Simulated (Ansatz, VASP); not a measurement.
As: VASP beside Ansatz

```
As
1.0
    -1.66011    1.66011    1.66011
     1.66011   -1.66011    1.66011
     1.66011    1.66011   -1.66011
As
1
Direct
  0.00000 0.00000 0.00000
```

Alike in both runs: task relaxation of cell and atoms; functional BLYP; k mesh 13 × 13 × 13; occupations fermi-dirac, width 0.1 eV; no spin polarisation.

```csv
,VASP,Ansatz
version,VASP 6.6.1,Ansatz 0.2.0
potentials or method,"VASP PAW PBE potentials, release 64 (As), cutoff 500 eV","plane waves (420 eV) with PAW, scalar-relativistic"
valence electrons in the cell,5,15
```

```tsv
	VASP	Ansatz	Ansatz less VASP
relaxed volume (Å³/atom)	21.14	21.08	-0.057
relaxed cell length with the largest relative difference (Å)	3.017	3.014	-0.0027
```

VASP's potentials were made for PBE, not for BLYP. VASP's potentials hold 5 valence electrons a cell and Ansatz's 15, so a difference there can come from the potentials and not from the codes.

Noted on VASP's run: the volume moved by over 15 % at a fixed basis, so the end points are rough.
